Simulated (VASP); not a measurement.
A run of VASP 6.6.1 is set up as follows.

The input POSCAR:

```
Si
1.0
   -3.3557742157      3.3366042567      2.0676567428
    3.3364873782     -3.1765964276      1.7575033549
    3.4703972367      3.2912194487     -1.7908667455
Si
4
Direct
    0.1723813191      0.1693163252      0.3514430683
    0.8191603714      0.8290139222      0.6502965007
    0.1927539054      0.8277050113      0.0016506158
    0.8157044041      0.1739647413     -0.0033901848
```

File INCAR.step1:

```
SYSTEM = Si
PREC     = Accurate       ! precision mode
ENCUT    = 520            ! plane-wave cutoff, eV
ISMEAR   = 0              ! smearing method
SIGMA    = 0.03           ! smearing width, eV
LREAL    = .False.        ! projectors in reciprocal space
LASPH    = .True.         ! aspherical terms in the spheres
NELM     = 100            ! most SCF steps
NBANDS   = 16             ! bands
GGA      = PE             ! functional
ALGO     = Normal         ! electronic algorithm
EDIFF    = 1E-4           ! SCF threshold, eV
LWAVE    = .True.         ! write WAVECAR
LCHARG   = .False.        ! write CHGCAR
```

The input INCAR.step2:

```
SYSTEM = Si
PREC     = Accurate       ! precision mode
ENCUT    = 520            ! plane-wave cutoff, eV
EDIFF    = 1E-6           ! SCF threshold, eV
ISMEAR   = 0              ! smearing method
SIGMA    = 0.03           ! smearing width, eV
LREAL    = .False.        ! projectors in reciprocal space
LASPH    = .True.         ! aspherical terms in the spheres
NELM     = 100            ! most SCF steps
ALGO     = Normal         ! electronic algorithm
ISIF     = 2              ! what is computed and relaxed
LWAVE    = .False.        ! write WAVECAR
LCHARG   = .True.         ! write CHGCAR
METAGGA  = R2SCAN         ! meta-GGA
LMIXTAU  = .True.       
LELF     = .True.         ! ELF
LVHAR    = .True.       
NBANDS   = 16             ! bands
ISTART   = 1
```

The input KPOINTS:

```
Automatic mesh
0
Gamma
  10 10 10
  0 0 0
```

Potentials or basis: VASP PAW PBE potentials, release 64 (Si).

Launch:

```console
$ cat potpaw_PBE.64/Si/POTCAR > POTCAR
$ cp INCAR.step1 INCAR
$ mpirun -np 1 vasp_std > vasp.out
$ cp INCAR.step2 INCAR
$ mpirun -np 1 vasp_std > vasp.out
```

**Question.** What does it give for the largest force?

**Answer.** 0.860 eV/Å.

**Question.** Estimate the pressure.

**Answer.** -1.0 GPa.

**Question.** Predict the band gap on the k mesh.

**Answer.** 0.05 eV (least direct gap 0.47 eV).

Stress tensor (GPa, compression positive):
```
-2.45 -1.91  0.10
-1.91 -0.91 -4.96
 0.10 -4.96  0.47
```

Caveat: the cell differs from its parent crystal (atoms moved at random and the cell strained at random); semilocal functionals underestimate gaps, and a narrow one can read as zero; the PAW data sets were made with another functional, which shifts forces and pressure a little. A k mesh can miss the band edges.
